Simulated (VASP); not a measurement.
Write the native input for VASP 6.6.1 that does the following.

- Task: single point
- Functional: PBE
- Potentials or basis: VASP PAW PBE potentials, release 64 (Zn, Se)
- Cutoff: 520 eV
- k mesh: 4 × 4 × 4
- Occupations: gaussian, width 0.01 eV
- Spin: no spin polarisation
- Dipole correction: no
- Further INCAR settings: ALGO = Normal; EDIFF = 1e-06; NBANDS = 16

The structure of ZnSe lies in POSCAR:

```
ZnSe
1.0
    0.0000000000      2.6902369582      2.9936413972
    2.6902369582      0.0000000000      2.9936413972
    2.6902369582      2.6902369582      0.0000000000
Zn Se
1 1
Direct
    0.0000000000      0.0000000000      0.0000000000
    0.2500000000      0.2500000000      0.2500000000
```

This cell differs from its parent crystal: epitaxial xy strain -5.0%.

The input as run:

INCAR

```
SYSTEM = ZnSe
ALGO = Normal
EDIFF = 1E-6
ENCUT = 520
GGA = PE
ISIF = 2
ISMEAR = 0
LASPH = .True.
LCHARG = .False.
LREAL = .False.
LWAVE = .False.
NBANDS = 16
NELM = 100
PREC = Accurate
SIGMA = 0.01
```

KPOINTS

```
k-points
0
Gamma
  4 4 4
  0 0 0
```

Potentials or basis: VASP PAW PBE potentials, release 64 (Zn, Se).

Launch:

```console
$ cat potpaw_PBE.64/Zn/POTCAR potpaw_PBE.64/Se/POTCAR > POTCAR
$ mpirun -np 1 vasp_std > vasp.out
```

It gave:

```json
{
 "Pressure": "6.1 GPa",
 "Band gap on the k mesh": "1.26 eV"
}
```

Caveat: the k points lie up to 0.49 Å⁻¹ apart; the cell differs from its parent crystal (epitaxial xy strain -5.0%).

Wall time 13 s on 1 thread of Intel Xeon 8259CL (shared host), peak memory 0.16 GiB.
